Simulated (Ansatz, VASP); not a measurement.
## ZrPd2Se5: VASP beside Ansatz

```xyz
8
Lattice="3.7648 0.0001 -0.0091 -1.8824 3.2608 0.0069 -0.0383 0.0115 15.6882" Properties=species:S:1:pos:R:3 pbc="T T T"
Zr   -0.0192   -0.0091    0.0108
Pd   -0.0117    2.1871    6.1957
Pd    1.8790    1.0968    9.4660
Se    1.8683    1.1011    4.9755
Se    0.0000    2.1824   10.6949
Se    3.7556    0.0106    7.8407
Se   -0.0147    2.1635    1.6130
Se    1.8209    1.0908   14.0965
```

Change from the starting cell: cell x1, atoms moved at random (sigma 0.05 Å) and cell strained at random (1.5 %), then relaxed without symmetry.

Alike in both runs: functional PBE; k mesh 6 × 6 × 2; occupations gaussian, width 0.2 eV; no spin polarisation.

Ansatz relaxed the structure, and its values are those at the end. VASP's run is a single point on that final structure, the one shown.

```csv
,VASP,Ansatz
version,VASP 6.6.1,Ansatz 0.2.0
potentials or method,"VASP PAW PBE potentials, release 64 (Zr_sv, Pd, Se), cutoff 520 eV","scalar-relativistic, plane waves, PAW"
valence electrons in the cell,62,128
```

```tsv
	VASP	Ansatz	Ansatz less VASP
gap on the k mesh at the Fermi level (eV)	none	none	-
pressure (GPa)	0.0	0.0	-0.04
rms of the force components (eV/Å)	0.006	0.004	-0.0021
```

A gap of «none» marks a metal or a gap that the smearing closes. VASP's potentials hold 62 valence electrons a cell and Ansatz's 128, so a difference there can come from the potentials and not from the codes.
